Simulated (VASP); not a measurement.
## In: single point with PBE

The system is In.

```xyz
1
Lattice="-1.6948 1.6948 2.3902 1.6948 -1.6948 2.3902 1.6948 1.6948 -2.3902" Properties=species:S:1:pos:R:3 pbc="T T T"
In    0.0000    0.0000    0.0000
```

| Item | Value |
| --- | --- |
| Program | VASP 6.6.1 |
| Task | single point |
| Functional | PBE |
| Potentials or basis | VASP PAW PBE potentials, release 64 (In_d) |
| Cutoff | 520 eV |
| k mesh | 18 × 18 × 18 |
| Occupations | gaussian, width 0.05 eV |
| Spin | non-collinear spin, zero start, spin-orbit coupling |
| Starting moments | [[0.0, 0.0, 0.0]] μB |

The pressure is 0.0 GPa and the net moment is 0.00 μB per cell. The valence electrons inside the program's atomic spheres are In 11.32.

Moments on the atoms (μB; x, y, z):
```
In  0.00 0.00 0.00
```

Run time: 21 min on 1 thread of Oxide Virtual Turin-like Processor, with other jobs on the host, peak memory 0.52 GiB.
